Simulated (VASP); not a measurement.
Crystal: GaSb3.

```
Sb Ga
1.0
     0.00000    3.77969    3.77969
     3.77969    0.00000    3.77969
     3.77969    3.77969    0.00000
Sb Ga
3 1
Direct
  0.50000 0.50000 0.50000
  0.75000 0.75000 0.75000
  0.25000 0.25000 0.25000
  0.00000 0.00000 0.00000
```

Base run:

* Program: VASP 6.6.1
* Functional: LDA
* Potentials or basis: VASP PAW LDA potentials, release 64 (Sb, Ga_d)
* Cutoff: 500 eV
* k mesh: 6 × 6 × 6
* Occupations: fermi-dirac, width 0.05 eV
* Spin: no spin polarisation

Its results: band gap on the k mesh zero (band 14 reaches 8.04 eV, above the bottom of band 15 at 4.59 eV); pressure -6.0 GPa.

Problem. The run is repeated on the same cell with these changes: functional from LDA to r2SCAN; potentials or basis from VASP PAW LDA potentials, release 64 (Sb, Ga_d) to VASP PAW PBE potentials, release 64 (Sb, Ga_d); cutoff from 500 eV to 550 eV. What comes out?

Solution. Band gap on the k mesh zero (band 14 reaches 8.12 eV, above the bottom of band 15 at 4.51 eV); pressure -3.2 GPa.

Caveats: spin-orbit coupling is left out, which moves the levels of the heavy elements; the PAW data sets were made with another functional, which shifts forces and pressure a little (some runs).
